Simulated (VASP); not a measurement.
# Ti in VASP: a series of runs

The runs below take Ti through electric field gradients, with PBEsol.

All numbers are computed with VASP 6.6.1; they aren't measurements. Logs are shortened: lines on timing, memory, paths and dates and some standing lists are left out, and cuts for length are marked.

## 1. The cell of the first run

Symmetry: R-3m, No. 166, trigonal system. Conventional cell: a = 4.618 Å, b = 4.618 Å, c = 2.871 Å, α = 90.00°, β = 90.00°, γ = 120.00°. Ti (site symmetry -3m) has 14 Ti at 2.83 to 3.28 Å within 3.7 Å.

## 2. Electric field gradients, PBEsol (equal xy, yz and zx shear strains of +1 %)

The input, INCAR:

```
PREC     = Accurate       # precision mode
ENCUT    = 520            # plane-wave cutoff, eV
EDIFF    = 1E-8           # SCF threshold, eV
ISMEAR   = -1             # smearing method
SIGMA    = 0.05           # smearing width, eV
LREAL    = F              # projectors in reciprocal space
LASPH    = T              # aspherical terms in the spheres
NELM     = 60             # most SCF steps
ALGO     = Normal         # electronic algorithm
ISIF     = 2              # what is computed and relaxed
LWAVE    = F              # write WAVECAR
LCHARG   = F              # write CHGCAR
GGA      = PS             # functional
LEFG     = T            
NBANDS   = 12             # bands
```

The input, KPOINTS:

```
regular mesh
0
Gamma
  14 14 14
```

The input, POSCAR:

```
Ti
1.0
   -1.6245900000      1.6410000000      1.6410000000
    1.6410000000     -1.6245900000      1.6410000000
    1.6410000000      1.6410000000     -1.6245900000
Ti
1
Direct
    0.0000000000      0.0000000000      0.0000000000
```

Potentials or basis: VASP PAW PBE potentials, release 64 (Ti_sv).

On the command line:

```sh
cat potpaw_PBE.64/Ti_sv/POTCAR > POTCAR
mpirun -np 1 vasp_std > vasp.out
```

OUTCAR:

```text
PREC = Accurate
   ENCUT = 520
   EDIFF = 1E-8
   ISMEAR = -1
   LREAL = F
   LASPH = T
   NELM = 60
   ISIF = 2
   GGA = PS

 ion  position               nearest neighbor table
   1  0.000  0.000  0.000-

  LATTYP: Found a trigonal (rhomboedric) cell.
 ALAT       =     2.8328527438
 COS(alpha) =    -0.3288480252

  Lattice vectors:

 A1 = (  -1.6245900000,   1.6410000000,   1.6410000000)
 A2 = (   1.6410000000,  -1.6245900000,   1.6410000000)
 A3 = (   1.6410000000,   1.6410000000,  -1.6245900000)

Analysis of symmetry for initial positions (statically):
=====================================================================
 Subroutine PRICEL returns:
 Original cell was already a primitive cell.

 Routine SETGRP: Setting up the symmetry group for a
 trigonal (rhombohedral) supercell.

 Subroutine GETGRP returns: Found 12 space group operations
 (whereof 12 operations were pure point group operations)
 out of a pool of 12 trial point group operations.

The static configuration has the point symmetry D_3d.

Analysis of symmetry for dynamics (positions and initial velocities):
=====================================================================
 Subroutine PRICEL returns:
 Original cell was already a primitive cell.

 Routine SETGRP: Setting up the symmetry group for a
 trigonal (rhombohedral) supercell.

 Subroutine GETGRP returns: Found 12 space group operations
 (whereof 12 operations were pure point group operations)
 out of a pool of 12 trial point group operations.

The dynamic configuration has the point symmetry D_3d.

 Subroutine INISYM returns: Found 12 space group operations
 (whereof 12 operations are pure point group operations),
 and found     1 'primitive' translations

----------------------------------------------------------------------------------------

                                     Primitive cell

  volume of cell :      17.6747

  direct lattice vectors                    reciprocal lattice vectors
    -1.624590000  1.641000000  1.641000000    -0.003031915  0.303191463  0.303191463
     1.641000000 -1.624590000  1.641000000     0.303191463 -0.003031915  0.303191463
     1.641000000  1.641000000 -1.624590000     0.303191463  0.303191463 -0.003031915

  length of vectors
     2.832852744  2.832852744  2.832852744     0.428788198  0.428788198  0.428788198

  position of ions in fractional coordinates (direct lattice)
     0.000000000  0.000000000  0.000000000

  ion indices of the primitive-cell ions
   primitive index   ion index
                 1           1

----------------------------------------------------------------------------------------

 KPOINTS: regular mesh

Automatic generation of k-mesh.
 Grid dimensions read from file:
 generate k-points for:   14   14   14

 Generating k-lattice:

  Cartesian coordinates                     Fractional coordinates (reciprocal lattice)
    -0.000216565  0.021656533  0.021656533     0.071428571  0.000000000  0.000000000
     0.021656533 -0.000216565  0.021656533     0.000000000  0.071428571  0.000000000
     0.021656533  0.021656533 -0.000216565     0.000000000  0.000000000  0.071428571

  Length of vectors
     0.030627728  0.030627728  0.030627728

  Shift w.r.t. Gamma in fractional coordinates (k-lattice)
     0.000000000  0.000000000  0.000000000

 Subroutine IBZKPT returns following result:
 ===========================================

 Found    288 irreducible k-points:

 Following reciprocal coordinates:
            Coordinates               Weight
  0.000000  0.000000  0.000000      1.000000
  0.071429 -0.000000 -0.000000      6.000000
  0.142857 -0.000000 -0.000000      6.000000
  0.214286 -0.000000 -0.000000      6.000000
  0.285714  0.000000  0.000000      6.000000
  0.357143 -0.000000 -0.000000      6.000000
[... 16 lines left out ...]
  0.214286  0.142857  0.000000     12.000000
  0.285714  0.142857 -0.000000     12.000000
 [... further k-points ...]
   k-points           NKPTS =    288   k-points in BZ     NKDIM =    288   number of bands    NBANDS=     12
   number of dos      NEDOS =    301   number of ions     NIONS =      1
   total plane-waves  NPLWV =  13824
   dimension x,y,z NGX =    24 NGY =   24 NGZ =   24
   dimension x,y,z NGXF=    48 NGYF=   48 NGZF=   48
   ions per type =               1
   NGX,Y,Z   is equivalent  to a cutoff of  14.08, 14.08, 14.08 a.u.
   NGXF,Y,Z  is equivalent  to a cutoff of  28.17, 28.17, 28.17 a.u.
 SYSTEM =  unknown system
   PREC   = accura    normal or accurate (medium, high low for compatibility)
   ISTART =      0    job   : 0-new  1-cont  2-samecut
   ICHARG =      2    charge: 1-file 2-atom 10-const
   ISPIN  =      1    spin polarized calculation?
   LNONCOLLINEAR =      F non collinear calculations
   LSORBIT =      F    spin-orbit coupling
   LASPH  =      T    aspherical Exc in radial PAW
   ENCUT  =  520.0 eV  38.22 Ry    6.18 a.u.   5.27  5.27  5.27*2*pi/ulx,y,z
   NELM   =     60;   NELMIN=  2; NELMDL= -5     # of ELM steps
   EDIFF  = 0.1E-07   stopping-criterion for ELM
   LREAL  =      F    real-space projection
   EDIFFG = 0.1E-06   stopping-criterion for IOM
   NSW    =      0    number of steps for IOM
   IBRION =     -1    ionic relax: 0-MD 1-quasi-New 2-CG
   NFREE  =      0    steps in history (QN), initial steepest desc. (CG)
   ISIF   =      2    stress and relaxation
   ISYM   =      2    0-nonsym 1-usesym 2-fastsym
   POTIM  = 0.5000    time-step for ionic-motion
   TEBEG  =    0.0;   TEEND  =   0.0 temperature during run
   PSTRESS=    0.0 pullay stress
   NELECT =      12.0000    total number of electrons
   NUPDOWN=      -1.0000    fix difference up-down
   EMIN   =  10.00;   EMAX   =-10.00  energy-range for DOS
   EFERMI =   0.00;   METHOD = LEGACY
   ISMEAR =    -1;   SIGMA  =   0.05  broadening in eV -4-tet -1-fermi 0-gaus
   EFERMI_NEDOS =   21; number of points for ismear=-14 and -15
   IALGO  =     38    algorithm
   IMIX   =      4    mixing-type and parameters
     AMIX     =   0.40;   BMIX     =  1.00
     AMIX_MAG =   1.60;   BMIX_MAG =  1.00
  volume/ion in A,a.u.               =      17.67       119.28
  Fermi-wavevector in a.u.,A,eV,Ry     =   1.438857  2.719045 28.168252  2.070308
  Thomas-Fermi vector in A             =   2.557777
   LORBIT       =      0    0 simple, 1 ext, 2 COOP (PROOUT), +10 PAW based schemes
   GGA     = PS    functional components
   LHFCALC =     F    Hartree Fock is set to
   AEXX    =    0.0000 exact exchange contribution
   IVDW    =     0    specifies the selected vdW correction
   LEPSILON=     F    determine dielectric tensor
   LRPA    =     F    only Hartree local field effects (RPA)
 non-spin polarized calculation
  energy-cutoff  :      520.00
  volume of cell :       17.67
 maximum number of plane-waves:       490
 NGX is ok and might be reduce to    24
   NGX = 11   NGY = 11   NGZ = 11

 number of electron      12.0000001 magnetization

 Free energy of the ion-electron system (eV)
  ---------------------------------------------------
  ext. energy  EPLUGINS =         0.00000000
  ---------------------------------------------------
  free energy    TOTEN  =        -8.21727616 eV

  energy without entropy =       -8.19662536  energy(sigma->0) =       -8.20695076

 E-fermi :   7.7686     XC(G=0): -11.5487

 val. band max:        7.7646469179   @ k =  -0.2143   0.2857   0.2143
 cond. band min:       7.7718970342   @ k =  -0.3571   0.2143   0.1429
 fundamental gap:      0.0072501163
 Fermi energy:         7.7685701602

 k-point     1 :       0.0000    0.0000    0.0000
  band No.  band energies     occupation
      1     -48.5563      2.00000
      2     -24.5392      2.00000
      3     -24.5198      2.00000
      4     -24.5198      2.00000
      5       1.8636      2.00000
      6       8.6930      0.00000
      7       8.6930      0.00000
      8       8.8416      0.00000
      9      10.4813      0.00000
     10      10.4813      0.00000
     11      24.9743      0.00000
     12      24.9743      0.00000

 k-point     2 :       0.0714   -0.0000   -0.0000
  band No.  band energies     occupation
      1     -48.5504      2.00000
      2     -24.5674      2.00000
      3     -24.5342      2.00000
      4     -24.5201      2.00000
      5       2.0337      2.00000
      6       8.6178      0.00000
      7       8.6931      0.00000
      8       8.9349      0.00000
      9      10.4005      0.00000
     10      10.4877      0.00000
     11      24.6884      0.00000
     12      25.0328      0.00000

 k-point     3 :       0.1429   -0.0000   -0.0000
  band No.  band energies     occupation
      1     -48.5338      2.00000
      2     -24.6561      2.00000
      3     -24.5634      2.00000
      4     -24.5209      2.00000
      5       2.5246      2.00000
      6       8.4138      0.00000
      7       8.5842      0.00000
      8       9.2740      0.00000
      9      10.2524      0.00000
     10      10.5114      0.00000
     11      23.7618      0.00000
     12      24.7852      0.00000
[... 286 lines left out ...]
 k-point    23 :       0.2143    0.1429    0.0000
  band No.  band energies     occupation
      1     -48.4735      2.00000
      2     -24.9356      2.00000
      3     -24.6657      2.00000
      4     -24.5600      2.00000
      5       4.5349      2.00000
      6       7.7344      1.32888
      7       7.8934      0.15219
      8      10.1014      0.00000
      9      10.7803      0.00000
     10      10.9653      0.00000
     11      20.4666      0.00000
     12      21.6019      0.00000

 k-point    24 :       0.2857    0.1429   -0.0000
  band No.  band energies     occupation
      1     -48.4512      2.00000
      2     -25.0292      2.00000
      3     -24.7185      2.00000
      4     -24.5642      2.00000
      5       5.2853      2.00000
      6       7.5298      1.98326
      7       7.8158      0.55980
      8      10.2480      0.00000
      9      10.8674      0.00000
     10      11.7108      0.00000
     11      18.5220      0.00000
     12      20.8558      0.00000

 [... further k-points ...]
[... 5 lines left out ...]
  --------------------------------------------------------------------------------------
  -------------------------------------------------------------------------------------
  Total       -0.7540428     -0.7540428     -0.7540428     -0.0414761     -0.0414761     -0.0414761
  in kB      -68.3523308    -68.3523308    -68.3523308     -3.7597209     -3.7597209     -3.7597209
  external PRESSURE =     -68.3523308 kB  Pullay stress =       0.0000000 kB

 VOLUME and BASIS-vectors are now :
 -----------------------------------------------------------------------------
  energy-cutoff  :      520.00
  volume of cell :       17.67
      direct lattice vectors                 reciprocal lattice vectors
    -1.624590000  1.641000000  1.641000000    -0.003031915  0.303191463  0.303191463
     1.641000000 -1.624590000  1.641000000     0.303191463 -0.003031915  0.303191463
     1.641000000  1.641000000 -1.624590000     0.303191463  0.303191463 -0.003031915

 POSITION                                       TOTAL-FORCE (eV/Angst)
 -----------------------------------------------------------------------------------
      0.00000      0.00000      0.00000        -0.000000      0.000000      0.000000
 -----------------------------------------------------------------------------------
    total drift:                               -0.000000      0.000000      0.000000

  FREE ENERGIE OF THE ION-ELECTRON SYSTEM (eV)
  ---------------------------------------------------
  free  energy   TOTEN  =        -8.2172761584 eV

  energy  without entropy=       -8.1966253629  energy(sigma->0) =       -8.20695076

 Electric field gradients (V/A^2)
---------------------------------------------------------------------
 ion       V_xx      V_yy      V_zz      V_xy      V_xz      V_yz
---------------------------------------------------------------------
   1      -0.000    -0.000    -0.000    -2.157    -2.157    -2.157
---------------------------------------------------------------------

 Electric field gradients after diagonalization (V/A^2)
 (convention: |V_zz| > |V_xx| > |V_yy|)
----------------------------------------------------------------------
 ion       V_xx      V_yy      V_zz     asymmetry (V_yy - V_xx)/ V_zz
----------------------------------------------------------------------
   1       2.157     2.157    -4.313       0.000
----------------------------------------------------------------------

           NMR quadrupolar parameters

 Cq : quadrupolar parameter    Cq=e*Q*V_zz/h
 eta: asymmetry parameters     (V_yy - V_xx)/ V_zz
 Q  : nuclear electric quadrupole moment in mb (millibarn)
----------------------------------------------------------------------
 ion       Cq(MHz)       eta       Q (mb)
----------------------------------------------------------------------
   1      -0.010       0.000       1.000
----------------------------------------------------------------------
```

Run time: 92 s. Hardware: 1 thread of Intel Xeon 6975P-C, shared host; peak memory 0.18 GiB.

Results:

- Free energy: -8.2173 eV
- Pressure: -6.8 GPa
- Band gap on the k mesh: zero (band 6 reaches 8.69 eV, above the bottom of band 7 at 7.14 eV)

Electric field gradients, principal values (V/Å²):
| atom | least | middle | greatest (by size) |
| --- | --- | --- | --- |
| 1 Ti | 2.157 | 2.157 | -4.313 |

Caveat: the cell differs from its parent crystal (equal xy, yz and zx shear strains of +1 %); without QUAD_EFG the Cq values of the log hold for a quadrupole moment of 1 mb, not for the nuclei; the PAW data sets were made with another functional, which shifts forces and pressure a little.

[end of part 1 of 2]
